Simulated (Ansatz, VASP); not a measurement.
## InP: VASP beside Ansatz

```
In P
1.0
     0.00000    2.93924    2.93924
     2.93924    0.00000    2.93924
     2.93924    2.93924    0.00000
In P
1 1
Direct
  0.00000 0.00000 0.00000
  0.75000 0.75000 0.75000
```

Alike in both runs: task single point; functional revPBE; k mesh 6 × 6 × 6; no spin polarisation.

|  | VASP | Ansatz |
| --- | --- | --- |
| version | VASP 6.6.1 | Ansatz 0.2.0 |
| potentials or method | VASP PAW PBE potentials, release 64 (In_d, P) | PAW with Ansatz's default frozen-core files, scalar-relativistic |
| plane-wave cutoff (eV) | 500 | 420 |
| occupations | tetrahedron | tetrahedron-uncorrected |
| valence electrons in the cell | 18 | 18 |

```tsv
	VASP	Ansatz	Ansatz less VASP
gap on the k mesh at the Fermi level (eV)	0.76	0.76	+0.006
pressure (GPa)	3.9	4.0	+0.06
```

VASP's potentials were made for PBE, not for revPBE. Ansatz's warnings: band table not solved further.
